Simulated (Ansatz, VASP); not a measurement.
InAs in VASP and in Ansatz

The input INCAR:

```
PREC     = Accurate       # precision mode
ENCUT    = 520            # plane-wave cutoff, eV
EDIFF    = 1E-6           # SCF threshold, eV
ISMEAR   = -1             # smearing method
SIGMA    = 0.15           # smearing width, eV
LREAL    = False          # projectors in reciprocal space
LASPH    = True           # aspherical terms in the spheres
NELM     = 60             # most SCF steps
ALGO     = Normal         # electronic algorithm
ISIF     = 2              # what is computed and relaxed
LWAVE    = False          # write WAVECAR
LCHARG   = True           # write CHGCAR
LELF     = True           # ELF
LVHAR    = True         
NBANDS   = 16             # bands
```

File KPOINTS:

```
Automatic mesh
0
Gamma
  12 12 12
```

File POSCAR:

```
InAs
1.0
    0.0000000000      2.9930800183      2.9930800183
    2.9930800183      0.0000000000      2.9930800183
    2.9930800183      2.9930800183      0.0000000000
In As
1 1
Direct
    0.0000000000      0.0000000000      0.0000000000
    0.7500000000      0.7500000000      0.7500000000
```

Input for Ansatz:

```yaml
crystal:
  lattice:
    - [0.0, 2.9930800183, 2.9930800183]
    - [2.9930800183, 0.0, 2.9930800183]
    - [2.9930800183, 2.9930800183, 0.0]
  atoms:
    - { symbol: In, position: [0.0, 0.0, 0.0] }
    - { symbol: As, position: [0.75, 0.75, 0.75] }
basis:
  ecutwfc: 420
kpoints:
  mp_grid: { grid: [12, 12, 12] }
hamiltonian:
  xc: lda
scf:
  occupations: { method: fermi_dirac, width: 0.15 }
output:
  forces: true
  stress: true
  eigenvalues: true
```

Alike in both runs: task single point; functional LDA; k mesh 12 × 12 × 12; occupations fermi-dirac, width 0.15 eV; no spin polarisation.

|  | VASP | Ansatz |
| --- | --- | --- |
| version | VASP 6.6.1 | Ansatz 0.2.0 |
| potentials or method | VASP PAW LDA potentials, release 64 (In_d, As), cutoff 520 eV | scalar-relativistic, plane waves, PAW |
| valence electrons in the cell | 18 | 28 |

|  | VASP | Ansatz | Ansatz less VASP |
| --- | --- | --- | --- |
| gap on the k mesh at the Fermi level (eV) | none | none | - |
| pressure (GPa) | 1.4 | 1.3 | -0.16 |

LDA's correlation is that of Perdew and Zunger in VASP and of Perdew and Wang (1992) in Ansatz. A gap of «none» marks a metal or a gap that the smearing closes. VASP's potentials hold 18 valence electrons a cell and Ansatz's 28, so a difference there can come from the potentials and not from the codes.
